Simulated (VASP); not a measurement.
# WS2 (R3m) in VASP: single point with PBE+D3(BJ)

Aim: the single point of WS2 with PBE+D3(BJ).

Everything below comes from runs of VASP 6.6.1. Logs are shortened: lines on timing, memory, paths and dates and some standing lists are left out, and cuts for length are marked.

### 1 The cell of the first run

Symmetry: R3m, No. 160, trigonal system. The conventional cell has a = 3.157 Å, b = 3.157 Å, c = 54.356 Å, α = 90.00°, β = 90.00°, γ = 120.00°. W (site symmetry 3m) has 6 S at 2.41 Å and 6 W at 3.16 Å within 3.2 Å. Within 3.2 Å of W (site symmetry 3m) lie 6 S at 2.41 Å and 6 W at 3.16 Å. W (site symmetry 3m) has 6 S at 2.41 Å and 6 W at 3.16 Å within 3.2 Å. S (site symmetry 3m) has 3 W at 2.41 Å and 7 S at 3.15 to 3.16 Å within 3.2 Å. S (site symmetry 3m) has 3 W at 2.41 Å and 8 S at 2.89 to 3.16 Å within 3.2 Å. Within 3.2 Å of S (site symmetry 3m) lie 3 W at 2.41 Å and 7 S at 3.15 to 3.16 Å. S (site symmetry 3m) has 3 W at 2.41 Å and 7 S at 3.15 to 3.16 Å within 3.2 Å. S (site symmetry 3m) has 3 W at 2.41 Å and 7 S at 3.15 to 3.16 Å within 3.2 Å.

### 2 Single point, PBE+D3(BJ)

Input file INCAR:

```
PREC = Accurate
ENCUT = 520
EDIFF = 1E-6
ISMEAR = 0
SIGMA = 0.05
LREAL = F
LASPH = T
NELM = 80
ALGO = Normal
ISIF = 2
LWAVE = F
LCHARG = T
GGA = PE
IVDW = 12
LELF = T
LVHAR = T
ISYM = 0
NBANDS = 49
```

Input file KPOINTS:

```
Automatic mesh
0
Gamma
  10 10 2
```

Input file POSCAR:

```
WS2
1.0
   -1.5785988150     -2.7342133524      0.0000000000
    1.5785988150     -2.7342133524      0.0000000000
    0.0000000000     -3.6456178032     18.1187268322
W S
3 6
Direct
    0.4444039721      0.4444039721      0.8333940419
    0.2221817498      0.2221817498      0.1667273752
    0.3332928610      0.3332928610      0.5000607086
    0.6087788999      0.6087788999      0.5868316502
   -0.2801099890     -0.2801099890      0.9201649835
    0.4976677888      0.4976677888      0.2534983168
    0.7245171280      0.7245171280      0.4132243079
   -0.1643717608     -0.1643717608      0.7465576413
    0.6134060169      0.6134060169      0.0798909746
```

Potentials or basis: VASP PAW PBE potentials, release 64 (W_sv, S).

Run with:

```console
$ cat potpaw_PBE.64/W_sv/POTCAR potpaw_PBE.64/S/POTCAR > POTCAR
$ mpirun -np 1 vasp_std > vasp.out
```

OUTCAR:

```text
PREC = Accurate
   ENCUT = 520
   EDIFF = 1E-6
   ISMEAR = 0
   LREAL = F
   LASPH = T
   NELM = 80
   ISIF = 2
   GGA = PE
   IVDW = 12
   ISYM = 0
 IVDW          = 12

 ion  position               nearest neighbor table
   1  0.444  0.444  0.833-   5 2.41   5 2.41   5 2.41   8 2.41   8 2.41   8 2.41
   2  0.222  0.222  0.167-   6 2.41   6 2.41   6 2.41   9 2.41   9 2.41   9 2.41
   3  0.333  0.333  0.500-   4 2.41   4 2.41   4 2.41   7 2.41   7 2.41   7 2.41
   4  0.609  0.609  0.587-   3 2.41   3 2.41   3 2.41
   5  0.720  0.720  0.920-   1 2.41   1 2.41   1 2.41
   6  0.498  0.498  0.253-   2 2.41   2 2.41   2 2.41
   7  0.725  0.725  0.413-   3 2.41   3 2.41   3 2.41
   8  0.836  0.836  0.747-   1 2.41   1 2.41   1 2.41
   9  0.613  0.613  0.080-   2 2.41   2 2.41   2 2.41

IMPORTANT INFORMATION: All symmetrisations will be switched off!
NOSYMM: (Re-)initialisation of all symmetry stuff for point group C_1.

----------------------------------------------------------------------------------------

                                     Primitive cell

  volume of cell :     156.4090

  direct lattice vectors                    reciprocal lattice vectors
    -1.578598815 -2.734213352  0.000000000    -0.316736586 -0.182867953 -0.036794344
     1.578598815 -2.734213352  0.000000000     0.316736586 -0.182867953 -0.036794344
     0.000000000 -3.645617803 18.118726832     0.000000000  0.000000000  0.055191516

  length of vectors
     3.157197630  3.157197630 18.481850318     0.367582069  0.367582069  0.055191516

  position of ions in fractional coordinates (direct lattice)
     0.444403972  0.444403972  0.833394042
     0.222181750  0.222181750  0.166727375
     0.333292861  0.333292861  0.500060709
     0.608778900  0.608778900  0.586831650
     0.719890011  0.719890011  0.920164984
     0.497667789  0.497667789  0.253498317
     0.724517128  0.724517128  0.413224308
     0.835628239  0.835628239  0.746557641
     0.613406017  0.613406017  0.079890975

  ion indices of the primitive-cell ions
   primitive index   ion index
                 1           1
                 2           2
                 3           3
                 4           4
                 5           5
                 6           6
                 7           7
                 8           8
                 9           9

----------------------------------------------------------------------------------------

 KPOINTS: Automatic mesh

Automatic generation of k-mesh.
 Grid dimensions read from file:
 generate k-points for:   10   10    2

 Generating k-lattice:

  Cartesian coordinates                     Fractional coordinates (reciprocal lattice)
    -0.031673659 -0.018286795 -0.003679434     0.100000000 -0.000000000  0.000000000
     0.031673659 -0.018286795 -0.003679434    -0.000000000  0.100000000  0.000000000
     0.000000000  0.000000000  0.027595758     0.000000000  0.000000000  0.500000000

  Length of vectors
     0.036758207  0.036758207  0.027595758

  Shift w.r.t. Gamma in fractional coordinates (k-lattice)
     0.000000000  0.000000000  0.000000000

 -----------------------------------------------------------------------------
|                                                                             |
|           W    W    AA    RRRRR   N    N  II  N    N   GGGG   !!!           |
|           W    W   A  A   R    R  NN   N  II  NN   N  G    G  !!!           |
|           W    W  A    A  R    R  N N  N  II  N N  N  G       !!!           |
|           W WW W  AAAAAA  RRRRR   N  N N  II  N  N N  G  GGG   !            |
|           WW  WW  A    A  R   R   N   NN  II  N   NN  G    G                |
|           W    W  A    A  R    R  N    N  II  N    N   GGGG   !!!           |
|                                                                             |
|     Your reciprocal lattice and k-lattice belong to different lattice       |
|     classes:                                                                |
|                                                                             |
|        The reciprocal lattice is rhombohedral (trigonal),                   |
|        whereas your k-lattice is base-centered monoclinic.                  |
|                                                                             |
|     Results are often still useful ...                                      |
|                                                                             |
 -----------------------------------------------------------------------------

 WARNING: IBZKPT: internal override: KBLOWUP is changed to .FALSE.
      ... skipping the blow-up phase ...

 Subroutine IBZKPT returns following result:
 ===========================================

 Found    104 irreducible k-points:

 Following reciprocal coordinates:
            Coordinates               Weight
  0.000000  0.000000  0.000000      1.000000
  0.100000  0.000000  0.000000      2.000000
  0.200000  0.000000  0.000000      2.000000
  0.300000  0.000000  0.000000      2.000000
  0.400000  0.000000  0.000000      2.000000
  0.500000  0.000000  0.000000      1.000000
[... 16 lines left out ...]
 -0.400000  0.200000  0.000000      2.000000
 -0.300000  0.200000  0.000000      2.000000
 [... further k-points ...]
   k-points           NKPTS =    104   k-points in BZ     NKDIM =    104   number of bands    NBANDS=     49
   number of dos      NEDOS =    301   number of ions     NIONS =      9
   total plane-waves  NPLWV =  80640
   dimension x,y,z NGX =    24 NGY =   24 NGZ =  140
   dimension x,y,z NGXF=    48 NGYF=   48 NGZF=  280
   ions per type =               3   6
   NGX,Y,Z   is equivalent  to a cutoff of  12.64, 12.64, 12.59 a.u.
   NGXF,Y,Z  is equivalent  to a cutoff of  25.27, 25.27, 25.19 a.u.
 SYSTEM =  unknown system
   PREC   = accura    normal or accurate (medium, high low for compatibility)
   ISTART =      0    job   : 0-new  1-cont  2-samecut
   ICHARG =      2    charge: 1-file 2-atom 10-const
   ISPIN  =      1    spin polarized calculation?
   LNONCOLLINEAR =      F non collinear calculations
   LSORBIT =      F    spin-orbit coupling
   LASPH  =      T    aspherical Exc in radial PAW
   ENCUT  =  520.0 eV  38.22 Ry    6.18 a.u.   5.87  5.87 34.36*2*pi/ulx,y,z
   NELM   =     80;   NELMIN=  2; NELMDL= -5     # of ELM steps
   EDIFF  = 0.1E-05   stopping-criterion for ELM
   LREAL  =      F    real-space projection
   EDIFFG = 0.1E-04   stopping-criterion for IOM
   NSW    =      0    number of steps for IOM
   IBRION =     -1    ionic relax: 0-MD 1-quasi-New 2-CG
   NFREE  =      0    steps in history (QN), initial steepest desc. (CG)
   ISIF   =      2    stress and relaxation
   ISYM   =      0    0-nonsym 1-usesym 2-fastsym
   POTIM  = 0.5000    time-step for ionic-motion
   TEBEG  =    0.0;   TEEND  =   0.0 temperature during run
   PSTRESS=    0.0 pullay stress
   NELECT =      78.0000    total number of electrons
   NUPDOWN=      -1.0000    fix difference up-down
   EMIN   =  10.00;   EMAX   =-10.00  energy-range for DOS
   EFERMI =   0.00;   METHOD = LEGACY
   ISMEAR =     0;   SIGMA  =   0.05  broadening in eV -4-tet -1-fermi 0-gaus
   EFERMI_NEDOS =   21; number of points for ismear=-14 and -15
   IALGO  =     38    algorithm
   IMIX   =      4    mixing-type and parameters
     AMIX     =   0.40;   BMIX     =  1.00
     AMIX_MAG =   1.60;   BMIX_MAG =  1.00
  volume/ion in A,a.u.               =      17.38       117.28
  Fermi-wavevector in a.u.,A,eV,Ry     =   1.298232  2.453303 22.931356  1.685407
  Thomas-Fermi vector in A             =   2.429574
   LORBIT       =      0    0 simple, 1 ext, 2 COOP (PROOUT), +10 PAW based schemes
   GGA     = PE    functional components
   LHFCALC =     F    Hartree Fock is set to
   AEXX    =    0.0000 exact exchange contribution
   IVDW    =    12    specifies the selected vdW correction
   LEPSILON=     F    determine dielectric tensor
   LRPA    =     F    only Hartree local field effects (RPA)
 non-spin polarized calculation
 Gauss-broadening in eV      SIGMA  =   0.05
  energy-cutoff  :      520.00
  volume of cell :      156.41
 maximum number of plane-waves:      4238
   NGX = 11   NGY = 11   NGZ = 69

 number of electron      78.0000002 magnetization

 Free energy of the ion-electron system (eV)
  ---------------------------------------------------
  ext. energy  EPLUGINS =         0.00000000
  ---------------------------------------------------
  free energy    TOTEN  =       -70.49184555 eV

  energy without entropy =      -70.49184555  energy(sigma->0) =      -70.49184555

 E-fermi :   8.1612     XC(G=0): -11.0835

 val. band max:        7.9595247455   @ k =   0.0000   0.0000   0.5000
 cond. band min:       8.7716993364   @ k =  -0.2000   0.2000   0.0000
 fundamental gap:      0.8121745909
 Fermi energy:         8.1611764115

 k-point     1 :       0.0000    0.0000    0.0000
  band No.  band energies     occupation
      1     -66.8831      2.00000
      2     -66.8448      2.00000
      3     -66.8324      2.00000
      4     -31.1484      2.00000
      5     -31.1031      2.00000
      6     -31.0973      2.00000
[... 41 lines left out ...]
     48      10.2635      0.00000
     49      10.2822      0.00000

 k-point     2 :       0.1000    0.0000    0.0000
  band No.  band energies     occupation
      1     -66.8813      2.00000
      2     -66.8430      2.00000
      3     -66.8306      2.00000
      4     -31.1420      2.00000
      5     -31.0967      2.00000
      6     -31.0910      2.00000
[... 41 lines left out ...]
     48      10.2012      0.00000
     49      10.4277      0.00000

 k-point     3 :       0.2000    0.0000    0.0000
  band No.  band energies     occupation
      1     -66.8766      2.00000
      2     -66.8383      2.00000
      3     -66.8259      2.00000
      4     -31.1253      2.00000
      5     -31.0869      2.00000
      6     -31.0800      2.00000
[... 1081 lines left out ...]
     48      11.2418      0.00000
     49      11.9026      0.00000

 k-point    24 :      -0.3000    0.2000    0.0000
  band No.  band energies     occupation
      1     -66.8643      2.00000
      2     -66.8261      2.00000
      3     -66.8136      2.00000
      4     -31.2625      2.00000
      5     -31.2278      2.00000
      6     -31.2122      2.00000
[... 41 lines left out ...]
     48      10.9827      0.00000
     49      11.9923      0.00000

 [... further k-points ...]

------------------------ aborting loop because EDIFF is reached ----------------------------------------

 Edisp (eV)   -3.92899

 E8    (eV) :    -1.6512

  FORCE on cell =-STRESS in cart. coord.  units (eV):
  Direction    XX          YY          ZZ          XY          YZ          ZX
  --------------------------------------------------------------------------------------
  -------------------------------------------------------------------------------------
  Total      -0.06164    -0.06150     2.77222    -0.00000    -0.00005    -0.00000
  in kB      -0.63144    -0.63002    28.39726    -0.00002    -0.00050    -0.00004
  external pressure =        9.05 kB  Pullay stress =        0.00 kB

 VOLUME and BASIS-vectors are now :
 -----------------------------------------------------------------------------
  energy-cutoff  :      520.00
  volume of cell :      156.41
      direct lattice vectors                 reciprocal lattice vectors
    -1.578598815 -2.734213352  0.000000000    -0.316736586 -0.182867953 -0.036794344
     1.578598815 -2.734213352  0.000000000     0.316736586 -0.182867953 -0.036794344
     0.000000000 -3.645617803 18.118726832     0.000000000  0.000000000  0.055191516

 POSITION                                       TOTAL-FORCE (eV/Angst)
 -----------------------------------------------------------------------------------
      0.00000     -5.46843     15.10004        -0.000001     -0.000128     -0.111450
      0.00000     -1.82281      3.02089         0.000001      0.000109      0.093308
      0.00000     -3.64562      9.06046         0.000001     -0.000008      0.003270
      0.00000     -5.46843     10.63264         0.000001     -0.000059     -0.001354
      0.00000     -7.29124     16.67222        -0.000001     -0.000025     -0.695631
      0.00000     -3.64562      4.59307         0.000001      0.000032      0.020701
      0.00000     -5.46843      7.48710        -0.000002      0.000065     -0.002034
      0.00000     -7.29124     13.52667        -0.000000     -0.000022     -0.017153
      0.00000     -3.64562      1.44752         0.000001      0.000037      0.710343
 -----------------------------------------------------------------------------------
    total drift:                               -0.000002     -0.000021      0.000059

  FREE ENERGIE OF THE ION-ELECTRON SYSTEM (eV)
  ---------------------------------------------------
  free  energy   TOTEN  =       -74.4208353155 eV

  energy  without entropy=      -74.4208353155  energy(sigma->0) =      -74.42083532
```

It took 22 min on 1 thread of Oxide Virtual Turin-like, shared host; peak memory 0.64 GiB.

Results:

```
Free energy                : -74.4208 eV
Pressure                   : 0.9 GPa
Largest force              : 0.710 eV/Å
Band gap on the k mesh     : 0.81 eV (least direct gap 1.95 eV)
Dispersion energy per atom : -0.437 eV
```

Forces in eV/Å, atoms in the order of the input:
```
W    0.000  0.000 -0.111
W    0.000  0.000  0.093
W    0.000  0.000  0.003
S    0.000  0.000 -0.001
S    0.000  0.000 -0.696
S    0.000  0.000  0.021
S    0.000  0.000 -0.002
S    0.000  0.000 -0.017
S    0.000  0.000  0.710
```

Caveat: spin-orbit coupling is left out, which moves the levels of the heavy elements.
